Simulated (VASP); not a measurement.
InAs (pbe):

```
In As
1.0
     0.00000    3.05356    3.05356
     3.05356    0.00000    3.05356
     3.05356    3.05356    0.00000
In As
1 1
Direct
  0.25000 0.25000 0.25000
  0.00000 0.00000 0.00000
```

```yaml
Program: VASP 6.6.1
Task: relaxation of cell and atoms
Functional: PBE
Potentials_or_basis: VASP PAW PBE potentials, release 64 (In_d, As)
Cutoff: 600 eV
k_mesh: 12 × 12 × 12
Occupations: gaussian, width 0.1 eV
Spin: no spin polarisation
```

At the start: pressure 2.1 GPa; volume 28.47 Å³/atom.

Question: How do energy, volume and symmetry change on relaxing?

Answer: Over 5 steps the energy falls by 7.4 meV/atom and the volume is 29.63 Å³/atom (+4.1 %); space group F-43m (No. 216, to 0.05 Å).

Step by step:
```tsv
step	energy change (eV)	largest force (eV/Å)	pressure (GPa)	volume (Å³)
1	0.0000	0.0000	2.14	56.94
2	-0.0130	0.0000	-0.68	60.13
3	-0.0148	0.0000	0.01	59.26
4	-0.0148	0.0000	-0.03	59.30
5	-0.0148	0.0000	0.00	59.26
```

Final structure:
```yaml
crystal:
  lattice:
    - [0.00000, 3.09442, 3.09442]
    - [3.09442, 0.00000, 3.09442]
    - [3.09442, 3.09442, 0.00000]
  atoms:
    - { symbol: In, position: [0.25000, 0.25000, 0.25000] }
    - { symbol: As, position: [0.00000, 0.00000, 0.00000] }
```
